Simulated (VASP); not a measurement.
Cr:

```
Cr
1.0
     2.49730    0.00000    0.00000
    -1.24865    2.16273    0.00000
     0.00000    0.00000    2.28777
Cr
1
Direct
  0.00000 0.00000 0.00000
```

This isn't the form of Cr at room conditions, which is bcc.

```yaml
Program: VASP 6.6.1
Task: relaxation of cell and atoms
Functional: PBE
Potentials_or_basis: VASP PAW PBE potentials, release 64 (Cr_pv)
Cutoff: 600 eV
k_mesh: 27 × 27 × 24
Occupations: gaussian, width 0.1 eV
Spin: no spin polarisation
```

At the start: pressure -1.2 GPa; volume 12.36 Å³/atom.

Question: Where does the relaxation end?

Answer: Over 5 steps the energy falls by 5.8 meV/atom and the volume is 12.27 Å³/atom (-0.7 %); space group P6/mmm (No. 191, to 0.1 Å) before and after.

Step by step:
| step | energy change (eV) | largest force (eV/Å) | pressure (GPa) | volume (Å³) |
| --- | --- | --- | --- | --- |
| 1 | 0.0000 | 0.0000 | -1.17 | 12.36 |
| 2 | -0.0054 | 0.0000 | 1.32 | 12.19 |
| 3 | -0.0055 | 0.0000 | 0.97 | 12.21 |
| 4 | -0.0056 | 0.0000 | -0.96 | 12.33 |
| 5 | -0.0058 | 0.0000 | -0.04 | 12.27 |

Final structure:
```yaml
crystal:
  lattice:
    - [2.51510, 0.00000, 0.00000]
    - [-1.25755, 2.17814, 0.00000]
    - [0.00000, 0.00000, 2.23991]
  atoms:
    - { symbol: Cr, position: [0.00000, 0.00000, 0.00000] }
```

Caveat: the run has no spin polarisation, though such a crystal can be magnetic.
